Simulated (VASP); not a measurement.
Input of a VASP 6.6.1 run:

INCAR

```
SYSTEM = Si2Ru2N
PREC = Accurate
ENCUT = 520
EDIFF = 1E-6
ISMEAR = 0
SIGMA = 0.1
LREAL = .FALSE.
LASPH = .TRUE.
NELM = 150
ALGO = Normal
ISIF = 2
LWAVE = .FALSE.
LCHARG = .FALSE.
ISPIN = 2
MAGMOM = 0 0 1 1 0
LORBIT = 11
LMAXMIX = 4
GGA = PE
NBANDS = 32
```

Contents of KPOINTS:

```
regular mesh
0
G
  6 6 2
  0 0 0
```

POSCAR

```
Si2Ru2N
1.0
    2.8097087124     -0.0000000028      0.0000000000
   -1.4048543538      2.4332791235      0.0000000000
    0.0000000000      0.0000000000      8.3691977576
Si Ru N
2 2 1
Direct
    0.3333333333      0.6666666667      0.1566861837
    0.6666666667      0.3333333333      0.8433138163
    0.3333333333      0.6666666667      0.6350604553
    0.6666666667      0.3333333333      0.3649395447
    0.0000000000      0.0000000000      0.0000000000
```

Potentials or basis: VASP PAW PBE potentials, release 64 (Si, Ru_pv, N).

Launch:

```sh
$ cat potpaw_PBE.64/Si/POTCAR potpaw_PBE.64/Ru_pv/POTCAR potpaw_PBE.64/N/POTCAR > POTCAR
$ mpirun -np 1 vasp_std > vasp.out
```

(1) Estimate the pressure.

(2) Predict the net moment.

Answers

(1) 0.1 GPa.

(2) 0.09 μB per cell.

Caveat: the k points lie up to 0.43 Å⁻¹ apart.
